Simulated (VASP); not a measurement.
Input of a VASP 6.6.1 run:

File INCAR:

```
SYSTEM = SiGe3O8
PREC = Accurate
ENCUT = 520
EDIFF = 1E-6
ISMEAR = 0
SIGMA = 0.1
LREAL = .False.
LASPH = .True.
NELM = 100
ALGO = Normal
ISIF = 2
LWAVE = .False.
LCHARG = .False.
GGA = PE
NBANDS = 59
```

The input KPOINTS:

```
regular mesh
0
Gamma
  4 4 4
  0 0 0
```

Contents of POSCAR:

```
SiGe3O8
1.0
   -0.0160607079      0.0000132261      4.4291576515
   -4.4145851133      2.8529587416      0.0002525686
   -4.4146611002     -2.8530837211      0.0002402536
Si Ge O
1 3 8
Direct
   -0.0000019806     -0.0000036669      0.0000007554
    0.0000082889      0.5000010183      0.5000031566
    0.5000048313      0.4999993517      1.0000005239
    0.5000046688      1.0000006321      0.5000033044
    0.7069177549      0.1522088396      0.1522126497
    0.6853476357      0.6490789868      0.6490846641
    0.3146470149      0.3509192818      0.3509114681
    0.2930797884      0.8477916597      0.8477851980
    0.8121735081      0.6683619571      0.1428024861
    0.8121717355      0.1428033635      0.6683620221
    0.1878220920      0.3316390555      0.8571974414
    0.1878246623      0.8571995207      0.3316363302
```

Potentials or basis: VASP PAW PBE potentials, release 64 (Si, Ge_d, O).

Run with:

```bash
$ cat potpaw_PBE.64/Si/POTCAR potpaw_PBE.64/Ge_d/POTCAR potpaw_PBE.64/O/POTCAR > POTCAR
$ mpirun -np 1 vasp_std > vasp.out
```

(1) What does it give for the largest force?

(2) Estimate the band gap on the k mesh.

(3) Estimate the pressure.

## Answers

(1) 0.022 eV/Å.

(2) 1.90 eV.

(3) 0.1 GPa.
